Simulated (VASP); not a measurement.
Here is a VASP 6.6.1 calculation.

File INCAR:

```
SYSTEM = CuO
ALGO = Normal ; EDIFF = 1E-7
ENCUT = 520 ; GGA = PE
ISIF = 2 ; ISMEAR = -1
LASPH = .True. ; LCHARG = .False.
LREAL = .False. ; LWAVE = .False.
NBANDS = 16 ; NELM = 80
PREC = Accurate ; SIGMA = 0.05
```

The input KPOINTS:

```
k-points
0
Gamma
  10 10 10
  0 0 0
```

POSCAR

```
CuO
1.0
    0.0000000000      2.2622018539      2.2622018539
    2.2622018539      0.0000000000      2.2622018539
    2.2622018539      2.2622018539      0.0000000000
Cu O
1 1
Direct
    0.0000000000      0.0000000000      0.0000000000
    0.2500000000      0.2500000000      0.2500000000
```

Potentials or basis: VASP PAW PBE potentials, release 64 (Cu, O).

Command:

```sh
$ cat potpaw_PBE.64/Cu/POTCAR potpaw_PBE.64/O/POTCAR > POTCAR
$ mpirun -np 1 vasp_std > vasp.out
```

Problem. Predict the pressure.

Solution. 0.7 GPa.

Caveat: an odd number of electrons without spin polarisation forces a metal; a magnetic or distorted state may lie lower.
